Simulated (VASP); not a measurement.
# MgO (F-43m) in VASP: further runs

Runs on MgO. Level: r2SCAN. Tasks: single point.

All numbers are computed with VASP 6.6.1; they aren't measurements. Logs are shortened: lines on timing, memory, paths and dates and some standing lists are left out, and cuts for length are marked.

### Step 1. The cell of the first run

The structure is cubic, space group F-43m (No. 216). The conventional cell has a = 4.564 Å, b = 4.564 Å, c = 4.564 Å, α = 90.00°, β = 90.00°, γ = 90.00°. Mg (site symmetry -43m) has 4 O at 1.98 Å within 2.6 Å. Within 2.6 Å of O (site symmetry -43m) lie 4 Mg at 1.98 Å.

### Step 2. Single point, r2SCAN

Contents of POSCAR:

```
MgO
1.0
    0.0000000000      2.2820056617      2.2820056617
    2.2820056617      0.0000000000      2.2820056617
    2.2820056617      2.2820056617      0.0000000000
Mg O
1 1
Direct
    0.0000000000      0.0000000000      0.0000000000
    0.2500000000      0.2500000000      0.2500000000
```

Contents of INCAR.step1:

```
SYSTEM = MgO
  PREC = Accurate
  ENCUT = 520
  ISMEAR = 0
  SIGMA = 0.01
  LREAL = .FALSE.
  LASPH = .TRUE.
  NELM = 100
  NBANDS = 11
  GGA = PE
  ALGO = Normal
  EDIFF = 1E-4
  LWAVE = .TRUE.
  LCHARG = .FALSE.
```

Contents of INCAR.step2:

```
SYSTEM = MgO
  PREC = Accurate
  ENCUT = 520
  EDIFF = 1E-7
  ISMEAR = 0
  SIGMA = 0.01
  LREAL = .FALSE.
  LASPH = .TRUE.
  NELM = 100
  ALGO = Normal
  ISIF = 2
  LWAVE = .FALSE.
  LCHARG = .TRUE.
  METAGGA = R2SCAN
  LMIXTAU = .TRUE.
  LELF = .TRUE.
  LVHAR = .TRUE.
  NBANDS = 11
  ISTART = 1
```

Contents of KPOINTS:

```
regular mesh
0
G
  8 8 8
  0 0 0
```

Potentials or basis: VASP PAW PBE potentials, release 64 (Mg, O).

Started as:

```sh
$ cat potpaw_PBE.64/Mg/POTCAR potpaw_PBE.64/O/POTCAR > POTCAR
$ cp INCAR.step1 INCAR
$ mpirun -np 1 vasp_std > vasp.out
$ cp INCAR.step2 INCAR
$ mpirun -np 1 vasp_std > vasp.out
```

OUTCAR:

```text
SYSTEM = MgO
   PREC = Accurate
   ENCUT = 520
   EDIFF = 1E-7
   ISMEAR = 0
   LREAL = .FALSE.
   LASPH = .TRUE.
   NELM = 100
   ISIF = 2
   METAGGA = R2SCAN
   ISTART = 1

 ion  position               nearest neighbor table
   1  0.000  0.000  0.000-   2 1.98   2 1.98   2 1.98   2 1.98
   2  0.250  0.250  0.250-   1 1.98   1 1.98   1 1.98   1 1.98

  LATTYP: Found a face centered cubic cell.
 ALAT       =     4.5640113234

  Lattice vectors:

 A1 = (   0.0000000000,   2.2820056617,   2.2820056617)
 A2 = (   2.2820056617,   0.0000000000,   2.2820056617)
 A3 = (   2.2820056617,   2.2820056617,   0.0000000000)

Analysis of symmetry for initial positions (statically):
=====================================================================
 Subroutine PRICEL returns:
 Original cell was already a primitive cell.

 Routine SETGRP: Setting up the symmetry group for a
 face centered cubic supercell.

 Subroutine GETGRP returns: Found 24 space group operations
 (whereof 24 operations were pure point group operations)
 out of a pool of 48 trial point group operations.

The static configuration has the point symmetry T_d .

Analysis of symmetry for dynamics (positions and initial velocities):
=====================================================================
 Subroutine PRICEL returns:
 Original cell was already a primitive cell.

 Routine SETGRP: Setting up the symmetry group for a
 face centered cubic supercell.

 Subroutine GETGRP returns: Found 24 space group operations
 (whereof 24 operations were pure point group operations)
 out of a pool of 48 trial point group operations.

The dynamic configuration has the point symmetry T_d .

 Subroutine INISYM returns: Found 24 space group operations
 (whereof 24 operations are pure point group operations),
 and found     1 'primitive' translations

----------------------------------------------------------------------------------------

                                     Primitive cell

  volume of cell :      23.7673

  direct lattice vectors                    reciprocal lattice vectors
     0.000000000  2.282005662  2.282005662    -0.219105504  0.219105504  0.219105504
     2.282005662  0.000000000  2.282005662     0.219105504 -0.219105504  0.219105504
     2.282005662  2.282005662  0.000000000     0.219105504  0.219105504 -0.219105504

  length of vectors
     3.227243356  3.227243356  3.227243356     0.379501865  0.379501865  0.379501865

  position of ions in fractional coordinates (direct lattice)
     0.000000000  0.000000000  0.000000000
     0.250000000  0.250000000  0.250000000

  ion indices of the primitive-cell ions
   primitive index   ion index
                 1           1
                 2           2

----------------------------------------------------------------------------------------

 KPOINTS: regular mesh

Automatic generation of k-mesh.
 Grid dimensions read from file:
 generate k-points for:    8    8    8

 Generating k-lattice:

  Cartesian coordinates                     Fractional coordinates (reciprocal lattice)
    -0.027388188  0.027388188  0.027388188     0.125000000  0.000000000  0.000000000
     0.027388188 -0.027388188  0.027388188     0.000000000  0.125000000  0.000000000
     0.027388188  0.027388188 -0.027388188     0.000000000  0.000000000  0.125000000

  Length of vectors
     0.047437733  0.047437733  0.047437733

  Shift w.r.t. Gamma in fractional coordinates (k-lattice)
     0.000000000  0.000000000  0.000000000

 Subroutine IBZKPT returns following result:
 ===========================================

 Found     29 irreducible k-points:

 Following reciprocal coordinates:
            Coordinates               Weight
  0.000000  0.000000  0.000000      1.000000
  0.125000  0.000000  0.000000      8.000000
  0.250000  0.000000  0.000000      8.000000
  0.375000  0.000000  0.000000      8.000000
  0.500000  0.000000  0.000000      4.000000
  0.125000  0.125000  0.000000      6.000000
[... 16 lines left out ...]
  0.500000  0.250000  0.125000     48.000000
 -0.375000  0.250000  0.125000     24.000000
 [... further k-points ...]
   k-points           NKPTS =     29   k-points in BZ     NKDIM =     29   number of bands    NBANDS=     11
   number of dos      NEDOS =    301   number of ions     NIONS =      2
   total plane-waves  NPLWV =  13824
   dimension x,y,z NGX =    24 NGY =   24 NGZ =   24
   dimension x,y,z NGXF=    48 NGYF=   48 NGZF=   48
   ions per type =               1   1
   NGX,Y,Z   is equivalent  to a cutoff of  12.36, 12.36, 12.36 a.u.
   NGXF,Y,Z  is equivalent  to a cutoff of  24.73, 24.73, 24.73 a.u.
 SYSTEM =  MgO
   PREC   = accura    normal or accurate (medium, high low for compatibility)
   ISTART =      1    job   : 0-new  1-cont  2-samecut
   ICHARG =      0    charge: 1-file 2-atom 10-const
   ISPIN  =      1    spin polarized calculation?
   LNONCOLLINEAR =      F non collinear calculations
   LSORBIT =      F    spin-orbit coupling
   LASPH  =      T    aspherical Exc in radial PAW
   ENCUT  =  520.0 eV  38.22 Ry    6.18 a.u.   6.00  6.00  6.00*2*pi/ulx,y,z
   NELM   =    100;   NELMIN=  2; NELMDL=  0     # of ELM steps
   EDIFF  = 0.1E-06   stopping-criterion for ELM
   LREAL  =      F    real-space projection
   EDIFFG = 0.1E-05   stopping-criterion for IOM
   NSW    =      0    number of steps for IOM
   IBRION =     -1    ionic relax: 0-MD 1-quasi-New 2-CG
   NFREE  =      0    steps in history (QN), initial steepest desc. (CG)
   ISIF   =      2    stress and relaxation
   ISYM   =      2    0-nonsym 1-usesym 2-fastsym
   POTIM  = 0.5000    time-step for ionic-motion
   TEBEG  =    0.0;   TEEND  =   0.0 temperature during run
   PSTRESS=    0.0 pullay stress
   NELECT =       8.0000    total number of electrons
   NUPDOWN=      -1.0000    fix difference up-down
   EMIN   =  10.00;   EMAX   =-10.00  energy-range for DOS
   EFERMI =   0.00;   METHOD = LEGACY
   ISMEAR =     0;   SIGMA  =   0.01  broadening in eV -4-tet -1-fermi 0-gaus
   EFERMI_NEDOS =   21; number of points for ismear=-14 and -15
   IALGO  =     38    algorithm
   IMIX   =      4    mixing-type and parameters
     AMIX     =   0.40;   BMIX     =  1.00
     AMIX_MAG =   1.60;   BMIX_MAG =  1.00
  volume/ion in A,a.u.               =      11.88        80.19
  Fermi-wavevector in a.u.,A,eV,Ry     =   1.138793  2.152007 17.644708  1.296849
  Thomas-Fermi vector in A             =   2.275497
   LORBIT       =      0    0 simple, 1 ext, 2 COOP (PROOUT), +10 PAW based schemes
   METAGGA = R2SCAN    functional components
   LHFCALC =     F    Hartree Fock is set to
   AEXX    =    0.0000 exact exchange contribution
   IVDW    =     0    specifies the selected vdW correction
   LEPSILON=     F    determine dielectric tensor
   LRPA    =     F    only Hartree local field effects (RPA)
 non-spin polarized calculation
 Gauss-broadening in eV      SIGMA  =   0.01
  energy-cutoff  :      520.00
  volume of cell :       23.77
 maximum number of plane-waves:       652
   NGX = 13   NGY = 13   NGZ = 13

 number of electron       8.0000007 magnetization

 Free energy of the ion-electron system (eV)
  ---------------------------------------------------
  ext. energy  EPLUGINS =         0.00000000
  ---------------------------------------------------
  free energy    TOTEN  =       -15.85383772 eV

  energy without entropy =      -15.85383772  energy(sigma->0) =      -15.85383772

 E-fermi :   0.4875     XC(G=0): -10.1656

 val. band max:        0.3606883513   @ k =   0.0000   0.0000   0.0000
 cond. band min:       4.6823543467   @ k =   0.0000   0.0000   0.0000
 fundamental gap:      4.3216659954
 Fermi energy:         0.4875229320

 k-point     1 :       0.0000    0.0000    0.0000
  band No.  band energies     occupation
      1     -16.4719      2.00000
      2       0.3607      2.00000
      3       0.3607      2.00000
      4       0.3607      2.00000
      5       4.6824      0.00000
      6      18.2778      0.00000
      7      18.2778      0.00000
      8      18.2778      0.00000
      9      21.7559      0.00000
     10      21.7560      0.00000
     11      21.8767      0.00000

 k-point     2 :       0.1250    0.0000    0.0000
  band No.  band energies     occupation
      1     -16.3831      2.00000
      2      -0.2965      2.00000
      3       0.3328      2.00000
      4       0.3328      2.00000
      5       5.4839      0.00000
      6      16.9196      0.00000
      7      18.1786      0.00000
      8      18.1786      0.00000
      9      20.1539      0.00000
     10      20.1539      0.00000
     11      21.1561      0.00000

 k-point     3 :       0.2500    0.0000    0.0000
  band No.  band energies     occupation
      1     -16.1614      2.00000
      2      -1.4422      2.00000
      3       0.2666      2.00000
      4       0.2666      2.00000
      5       7.0559      0.00000
      6      14.5527      0.00000
      7      17.1572      0.00000
      8      17.1572      0.00000
      9      20.7300      0.00000
     10      20.7300      0.00000
     11      20.7403      0.00000

 k-point     4 :       0.3750    0.0000    0.0000
  band No.  band energies     occupation
      1     -15.9274      2.00000
      2      -2.3281      2.00000
      3       0.2023      2.00000
      4       0.2023      2.00000
      5       8.6969      0.00000
      6      12.3797      0.00000
      7      16.2313      0.00000
      8      16.2313      0.00000
      9      20.9472      0.00000
     10      22.3729      0.00000
     11      22.3729      0.00000

 k-point     5 :       0.5000    0.0000    0.0000
  band No.  band energies     occupation
      1     -15.8266      2.00000
      2      -2.6556      2.00000
      3       0.1761      2.00000
      4       0.1761      2.00000
      5       9.9881      0.00000
      6      10.8973      0.00000
      7      15.9042      0.00000
      8      15.9042      0.00000
      9      21.2265      0.00000
     10      23.4960      0.00000
     11      23.4960      0.00000
[... 211 lines left out ...]
 k-point    21 :       0.5000    0.5000    0.0000
  band No.  band energies     occupation
      1     -15.6343      2.00000
      2      -2.1426      2.00000
      3      -0.3861      2.00000
      4      -0.3861      2.00000
      5       7.3041      0.00000
      6      12.8414      0.00000
      7      15.6829      0.00000
      8      18.1697      0.00000
      9      18.1697      0.00000
     10      23.4828      0.00000
     11      28.6029      0.00000

 k-point    22 :       0.3750    0.2500    0.1250
  band No.  band energies     occupation
      1     -15.9967      2.00000
      2      -1.6266      2.00000
      3      -0.2381      2.00000
      4       0.1312      2.00000
      5       7.9167      0.00000
      6      13.6654      0.00000
      7      15.3851      0.00000
      8      17.2230      0.00000
      9      19.1968      0.00000
     10      23.0429      0.00000
     11      24.5316      0.00000

 k-point    23 :       0.5000    0.2500    0.1250
  band No.  band energies     occupation
      1     -15.8092      2.00000
      2      -2.0259      2.00000
      3      -0.5356      2.00000
      4       0.0103      2.00000
      5       9.0301      0.00000
      6      12.3013      0.00000
      7      14.9119      0.00000
      8      16.6647      0.00000
      9      20.4362      0.00000
     10      23.1735      0.00000
     11      25.1063      0.00000

 k-point    24 :      -0.3750    0.2500    0.1250
  band No.  band energies     occupation
      1     -15.7294      2.00000
      2      -2.1817      2.00000
      3      -0.6361      2.00000
      4      -0.0612      2.00000
      5       9.6689      0.00000
      6      11.5358      0.00000
      7      14.8747      0.00000
      8      16.4625      0.00000
      9      21.4394      0.00000
     10      22.5312      0.00000
     11      25.6438      0.00000

 [... further k-points ...]
[... 5 lines left out ...]
  --------------------------------------------------------------------------------------
  -------------------------------------------------------------------------------------
  Total       -0.0821194     -0.0821194     -0.0821194      0.0000000      0.0000000      0.0000000
  in kB       -5.5357437     -5.5357437     -5.5357437      0.0000000      0.0000000      0.0000000
  external PRESSURE =      -5.5357437 kB  Pullay stress =       0.0000000 kB

 VOLUME and BASIS-vectors are now :
 -----------------------------------------------------------------------------
  energy-cutoff  :      520.00
  volume of cell :       23.77
      direct lattice vectors                 reciprocal lattice vectors
     0.000000000  2.282005662  2.282005662    -0.219105504  0.219105504  0.219105504
     2.282005662  0.000000000  2.282005662     0.219105504 -0.219105504  0.219105504
     2.282005662  2.282005662  0.000000000     0.219105504  0.219105504 -0.219105504

 POSITION                                       TOTAL-FORCE (eV/Angst)
 -----------------------------------------------------------------------------------
      0.00000      0.00000      0.00000        -0.000000     -0.000000     -0.000000
      1.14100      1.14100      1.14100         0.000000      0.000000      0.000000
 -----------------------------------------------------------------------------------
    total drift:                                0.000003      0.000003      0.000003

  FREE ENERGIE OF THE ION-ELECTRON SYSTEM (eV)
  ---------------------------------------------------
  free  energy   TOTEN  =       -15.8538377215 eV

  energy  without entropy=      -15.8538377215  energy(sigma->0) =      -15.85383772
```

It took 14 s on 1 thread of Intel Xeon 6975P-C (Granite Rapids), shared host; peak memory 0.15 GiB.

What came out:

```
Free energy            : -15.8538 eV
Pressure               : -0.6 GPa
Band gap on the k mesh : 4.32 eV, direct
```

Caveat: the PAW data sets were made with another functional, which shifts forces and pressure a little. r2SCAN opens gaps a little over a GGA but as a rule still falls short of measured ones.

(Part 1 of 2 ends here.)
